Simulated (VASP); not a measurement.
# Si15Au (F-43m) in VASP: single point with PBEsol+U

Aim: the single point of Si15Au with PBEsol+U.

Everything below comes from runs of VASP 6.6.1. Logs are shortened: lines on timing, memory, paths and dates and some standing lists are left out, and cuts for length are marked.

## (1) The cell of the first run

The structure is cubic, space group F-43m (No. 216). Conventional cell: a = 10.874 Å, b = 10.874 Å, c = 10.874 Å, α = 90.00°, β = 90.00°, γ = 90.00°. Au (site symmetry -43m) has 4 Si at 2.40 Å within 3.2 Å. Si (site symmetry 2mm) has 4 Si at 2.34 to 2.35 Å within 3.1 Å. Within 3.1 Å of Si (site symmetry -43m) lie 4 Si at 2.35 Å. Si (site symmetry 3m) has 3 Si at 2.34 Å and 1 Au at 2.40 Å within 3.1 Å. Si (site symmetry 3m) has 4 Si at 2.35 Å within 3.1 Å.

## (2) Single point, PBEsol+U, collinear spin, ferromagnetic start

Input file INCAR:

```
  PREC = Accurate
  ENCUT = 520
  EDIFF = 1E-6
  ISMEAR = 0
  SIGMA = 0.05
  LREAL = Auto
  LASPH = True
  NELM = 150
  ALGO = Normal
  ISIF = 2
  LWAVE = False
  LCHARG = True
  ISPIN = 2
  MAGMOM = 3 0 0 0 0 0 0 0 0 0 0 0 0 0 0 0
  LORBIT = 11
  LMAXMIX = 4
  LDAU = True
  LDAUTYPE = 2
  LDAUL = 2 -1
  LDAUU = 3 0
  LDAUJ = 0 0
  LDAUPRINT = 1
  GGA = PS
  LELF = True
  LVHAR = True
  NBANDS = 54
```

Input file KPOINTS:

```
Automatic mesh
0
Gamma
  3 3 3
```

Input file POSCAR:

```
Si15Au
1.0
    0.0000000000      5.4370000000      5.4370000000
    5.4370000000      0.0000000000      5.4370000000
    5.4370000000      5.4370000000      0.0000000000
Au Si
1 15
Direct
    0.0000000000      0.0000000000      0.0000000000
   -0.0004737049     -0.0004737049      0.5004737049
   -0.0004737049      0.5004737049     -0.0004737049
   -0.0004737049      0.5004737049      0.5004737049
    0.5004737049     -0.0004737049     -0.0004737049
    0.5004737049     -0.0004737049      0.5004737049
    0.5004737049      0.5004737049     -0.0004737049
    0.5000000000      0.5000000000      0.5000000000
    0.1276309320      0.1276309320      0.1276309320
    0.1276309320      0.1276309320      0.6171072039
    0.1276309320      0.6171072039      0.1276309320
    0.1257507541      0.6247497486      0.6247497486
    0.6171072039      0.1276309320      0.1276309320
    0.6247497486      0.1257507541      0.6247497486
    0.6247497486      0.6247497486      0.1257507541
    0.6247497486      0.6247497486      0.6247497486
```

Potentials or basis: VASP PAW PBE potentials, release 64 (Au, Si).

On the command line:

```sh
$ cat potpaw_PBE.64/Au/POTCAR potpaw_PBE.64/Si/POTCAR > POTCAR
$ mpirun -np 1 vasp_std > vasp.out
```

OUTCAR:

```text
PREC = Accurate
   ENCUT = 520
   EDIFF = 1E-6
   ISMEAR = 0
   LREAL = Auto
   LASPH = True
   NELM = 150
   ISIF = 2
   ISPIN = 2
   LORBIT = 11
   GGA = PS

 ion  position               nearest neighbor table
   1  0.000  0.000  0.000-   9 2.40  10 2.40  11 2.40  13 2.40
   2  1.000  1.000  0.500-  10 2.34   9 2.34  12 2.35  14 2.35
   3  1.000  0.500  1.000-  11 2.34   9 2.34  12 2.35  15 2.35
   4  1.000  0.500  0.500-  10 2.34  11 2.34  12 2.35  16 2.35
   5  0.500  1.000  1.000-  13 2.34   9 2.34  14 2.35  15 2.35
   6  0.500  1.000  0.500-  10 2.34  13 2.34  14 2.35  16 2.35
[... 8 lines left out ...]
  15  0.625  0.625  0.126-   8 2.35   7 2.35   3 2.35   5 2.35
  16  0.625  0.625  0.625-   8 2.35   6 2.35   7 2.35   4 2.35

  LATTYP: Found a face centered cubic cell.
 ALAT       =    10.8740000000

  Lattice vectors:

 A1 = (   0.0000000000,   5.4370000000,   5.4370000000)
 A2 = (   5.4370000000,   0.0000000000,   5.4370000000)
 A3 = (   5.4370000000,   5.4370000000,   0.0000000000)

Analysis of symmetry for initial positions (statically):
=====================================================================
 Subroutine PRICEL returns:
 Original cell was already a primitive cell.

 Routine SETGRP: Setting up the symmetry group for a
 face centered cubic supercell.

 Subroutine GETGRP returns: Found 24 space group operations
 (whereof 24 operations were pure point group operations)
 out of a pool of 48 trial point group operations.

The static configuration has the point symmetry T_d .

Analysis of symmetry for dynamics (positions and initial velocities):
=====================================================================
 Subroutine PRICEL returns:
 Original cell was already a primitive cell.

 Routine SETGRP: Setting up the symmetry group for a
 face centered cubic supercell.

 Subroutine GETGRP returns: Found 24 space group operations
 (whereof 24 operations were pure point group operations)
 out of a pool of 48 trial point group operations.

The dynamic configuration has the point symmetry T_d .

Analysis of structural, dynamic, and magnetic symmetry:
=====================================================================
 Subroutine PRICEL returns:
 Original cell was already a primitive cell.

 Routine SETGRP: Setting up the symmetry group for a
 face centered cubic supercell.

 Subroutine GETGRP returns: Found 24 space group operations
[... 191 lines left out ...]
  ---------------------------------------------------
  ext. energy  EPLUGINS =         0.00000000
  ---------------------------------------------------
  free energy    TOTEN  =       -87.73381808 eV

  energy without entropy =      -87.72480345  energy(sigma->0) =      -87.72931076

 E-fermi :   6.3203     XC(G=0):  -9.6822

 val. band max:        5.4172044868   @ k =  -0.3333   0.3333   0.0000
 cond. band min:       6.3487447492   @ k =   0.3333   0.3333   0.0000
 fundamental gap:      0.9315402624
 Fermi energy:         6.3203020322

 spin component 1

 k-point     1 :       0.0000    0.0000    0.0000
  band No.  band energies     occupation
      1      -6.0834      1.00000
      2      -3.9138      1.00000
      3      -3.9138      1.00000
      4      -3.9138      1.00000
      5      -3.4387      1.00000
      6      -2.1206      1.00000
[... 189 lines left out ...]
     46       9.3175      0.00000
     47       9.4919      0.00000
 Fermi energy:         6.3203020322

 spin component 2

 k-point     1 :       0.0000    0.0000    0.0000
  band No.  band energies     occupation
      1      -6.0835      1.00000
      2      -3.9140      1.00000
      3      -3.9140      1.00000
      4      -3.9140      1.00000
      5      -3.4389      1.00000
      6      -2.1208      1.00000
[... 189 lines left out ...]
     46       9.3174      0.00000
     47       9.4918      0.00000
 [bands above 47 left out]

------------------------ aborting loop because EDIFF is reached ----------------------------------------

  FORCE on cell =-STRESS in cart. coord.  units (eV):
  Direction    XX          YY          ZZ          XY          YZ          ZX
  --------------------------------------------------------------------------------------
  -------------------------------------------------------------------------------------
  Total        0.8601154      0.8601154      0.8601154      0.0000000      0.0000000      0.0000000
  in kB        4.2870576      4.2870576      4.2870576      0.0000000      0.0000000      0.0000000
  external PRESSURE =       4.2870576 kB  Pullay stress =       0.0000000 kB

 VOLUME and BASIS-vectors are now :
 -----------------------------------------------------------------------------
  energy-cutoff  :      520.00
  volume of cell :      321.45
      direct lattice vectors                 reciprocal lattice vectors
     0.000000000  5.437000000  5.437000000    -0.091962479  0.091962479  0.091962479
     5.437000000  0.000000000  5.437000000     0.091962479 -0.091962479  0.091962479
     5.437000000  5.437000000  0.000000000     0.091962479  0.091962479 -0.091962479

 POSITION                                       TOTAL-FORCE (eV/Angst)
 -----------------------------------------------------------------------------------
      0.00000      0.00000      0.00000         0.000000      0.000000      0.000000
      8.15550      8.15550     10.86885         0.000000      0.000000      0.000866
      8.15550     10.86885      8.15550         0.000000      0.000866      0.000000
      5.44215      8.15550      8.15550        -0.000866      0.000000      0.000000
     10.86885      8.15550      8.15550         0.000866      0.000000      0.000000
      8.15550      5.44215      8.15550         0.000000     -0.000866      0.000000
[... 8 lines left out ...]
      4.08047      4.08047      6.79353        -0.002000     -0.002000      0.002000
      6.79353      6.79353      6.79353         0.002000      0.002000      0.002000
 -----------------------------------------------------------------------------------
    total drift:                               -0.000000     -0.000000     -0.000000

  FREE ENERGIE OF THE ION-ELECTRON SYSTEM (eV)
  ---------------------------------------------------
  free  energy   TOTEN  =       -87.7338180812 eV

  energy  without entropy=      -87.7248034476  energy(sigma->0) =      -87.72931076

 total charge

# of ion       s       p       d       tot
------------------------------------------
    1        0.748   0.484   8.775  10.007
    2        0.758   0.931   0.000   1.689
    3        0.758   0.931   0.000   1.689
    4        0.758   0.931   0.000   1.689
    5        0.758   0.931   0.000   1.689
    6        0.758   0.931   0.000   1.689
[... 8 lines left out ...]
   15        0.752   0.937   0.000   1.689
   16        0.752   0.937   0.000   1.689
--------------------------------------------------
tot         12.159  14.312   8.775  35.247

 magnetization (x)

# of ion       s       p       d       tot
------------------------------------------
    1        0.000  -0.000  -0.000  -0.000
    2       -0.000  -0.000   0.000  -0.000
    3       -0.000  -0.000   0.000  -0.000
    4       -0.000  -0.000   0.000  -0.000
    5       -0.000  -0.000   0.000  -0.000
    6       -0.000  -0.000   0.000  -0.000
[... 8 lines left out ...]
   15        0.000  -0.000   0.000   0.000
   16        0.000  -0.000   0.000   0.000
--------------------------------------------------
tot         -0.000  -0.001  -0.000  -0.001
```

stdout:

```text
POSCAR found type information on POSCAR AuSi
 POSCAR found :  2 types and      16 ions
 scaLAPACK will be used
 -----------------------------------------------------------------------------
|                                                                             |
|                                                                             |
|     You enforced a specific xc type in the INCAR file but a different       |
|     I HOPE YOU KNOW WHAT YOU ARE DOING!                                     |
|                                                                             |
 -----------------------------------------------------------------------------

 LDA part: xc-table for (Slater+PW92), standard interpolation
 POSCAR, INCAR and KPOINTS ok, starting setup
 FFT: planning ... GRIDC
 FFT: planning ... GRID_SOFT
 FFT: planning ... GRID
 WAVECAR not read
 entering main loop
```

It took 3.4 min on 1 thread of AMD EPYC 9R45 (Zen 5), shared host; peak memory 0.62 GiB.

Results:

```yaml
Free_energy: -87.7338 eV
Pressure: 0.4 GPa
Largest_force: 0.155 eV/Å
Net_moment: 0.00 μB per cell
Valence_electrons_inside_the_program's_atomic_spheres: Au 10.01; Si 1.69, 1.66
```

Forces in eV/Å, atoms in the order of the input:
```
Au   0.000  0.000  0.000
Si   0.000  0.000  0.001
Si   0.000  0.001  0.000
Si  -0.001  0.000  0.000
Si   0.001  0.000  0.000
Si   0.000 -0.001  0.000
Si   0.000  0.000 -0.001
Si   0.000  0.000  0.000
Si  -0.089 -0.089 -0.089
Si   0.089  0.089 -0.089
Si   0.089 -0.089  0.089
Si   0.002 -0.002 -0.002
Si  -0.089  0.089  0.089
Si  -0.002  0.002 -0.002
Si  -0.002 -0.002  0.002
Si   0.002  0.002  0.002
```

Levels at points of the mesh, in eV from the Fermi level:
Spin up:
```csv
k point,band 32,band 33,band 34,band 35,band 36,band 37,band 38,band 39
"(0.00, 0.00, 0.00)",-1.06,-1.06,-1.06,0.18,0.30,0.30,0.30,0.51
```
Spin down:
```tsv
k point	band 33	band 34	band 35	band 36	band 37	band 38
(0.00, 0.00, 0.00)	-1.06	-1.06	0.18	0.30	0.30	0.30
```

Eigenvalues of the final occupation matrices:
| site | spin | trace | eigenvalues |
| --- | --- | --- | --- |
| site 1 d | 1 | 4.41 | 0.87 0.87 0.87 0.90 0.90 |
| site 1 d | 2 | 4.41 | 0.87 0.87 0.87 0.90 0.90 |

Caveat: the PAW data sets were made with another functional, which shifts forces and pressure a little; spin-orbit coupling is left out, which moves the levels of the heavy elements; the U is typed as a test and isn't derived for this compound. The state reached can hang on the start; a lower one may exist.
